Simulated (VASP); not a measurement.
SnW, 2 atoms in the cell. The structure is cubic, space group Fm-3m (No. 225). Conventional cell: a = 5.542 Å, b = 5.542 Å, c = 5.542 Å, α = 90.00°, β = 90.00°, γ = 90.00°. Within 3.7 Å of Sn (site symmetry m-3m) lie 6 W at 2.77 Å. W (site symmetry m-3m) has 6 Sn at 2.77 Å within 3.7 Å. The cell was built from a structure type or drawn by symmetry, and may not be a known phase.

```yaml
Program: VASP 6.6.1
Task: single point
Functional: PBE
Potentials_or_basis: VASP PAW PBE potentials, release 64 (Sn_d, W_sv)
Cutoff: 520 eV
k_mesh: 6 × 6 × 6
Occupations: gaussian, width 0.1 eV
Spin: no spin polarisation
Dipole_correction: no
Further_INCAR_settings: ALGO = Fast; EDIFF = 1e-06; NBANDS = 21
```

Potentials or basis: VASP PAW PBE potentials, release 64 (Sn_d, W_sv).

The run is started by

```sh
$ cat potpaw_PBE.64/Sn_d/POTCAR potpaw_PBE.64/W_sv/POTCAR > POTCAR
$ mpirun -np 1 vasp_std > vasp.out
```

Hardware: 1 thread of Intel(R) Xeon(R) Platinum 8259CL CPU @ 2.50GHz (Skylake/Cascade Lake), on a shared host.

Problem. Estimate the wall time of this run.

Solution. It took 22 s on 1 thread of Intel(R) Xeon(R) Platinum 8259CL CPU @ 2.50GHz (Skylake/Cascade Lake), with other jobs on the host, peak memory 0.17 GiB. Counts: scf iterations 14, k points 16.
